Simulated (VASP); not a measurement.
Set up this calculation in VASP 6.6.1, as the native input.

| Property | Result |
| --- | --- |
| Task | single point |
| Functional | LDA |
| Potentials or basis | VASP PAW LDA potentials, release 64 (Ga_d, Sb) |
| Cutoff | 520 eV |
| k mesh | 16 × 16 × 16 |
| Occupations | gaussian, width 0.15 eV |
| Spin | no spin polarisation |
| Dipole correction | no |
| Further INCAR settings | ALGO = Normal; EDIFF = 1e-06; NBANDS = 16 |

The structure of GaSb lies in POSCAR:

```
GaSb
1.0
    0.0000000000      3.4337842613      2.4276854728
    3.4337842613      0.0000000000      2.4276854728
    3.4337842613      3.4337842613      0.0000000000
Ga Sb
1 1
Direct
    0.0000000000      0.0000000000      0.0000000000
    0.7500000000      0.7500000000      0.7500000000
```

This cell differs from its parent crystal: ratio of the length along z to the lengths across it x 0.707, volume and fractional coordinates fixed.

These files were run (other wordings do the same):

INCAR

```
SYSTEM = GaSb
  ALGO = Normal
  EDIFF = 1E-6
  ENCUT = 520
  GGA = CA
  ISIF = 2
  ISMEAR = 0
  LASPH = .True.
  LCHARG = .False.
  LREAL = .False.
  LWAVE = .False.
  NBANDS = 16
  NELM = 100
  PREC = Accurate
  SIGMA = 0.15
```

KPOINTS

```
k-points
0
Gamma
  16 16 16
  0 0 0
```

Potentials or basis: VASP PAW LDA potentials, release 64 (Ga_d, Sb).

The run is started by

```bash
$ cat potpaw_LDA.64/Ga_d/POTCAR potpaw_LDA.64/Sb/POTCAR > POTCAR
$ mpirun -np 1 vasp_std > vasp.out
```

It gave:

- Pressure: -3.4 GPa
- Band gap on the k mesh: zero (bands 9 and 10 overlap by 1.33 eV)

Caveat: the cell stands under tension; spin-orbit coupling is left out, which moves the levels of the heavy elements.

Wall time 110 s on 1 thread of AMD EPYC 9R45 96-Core Processor (Zen 5), with other jobs on the host, peak memory 0.4 GiB.
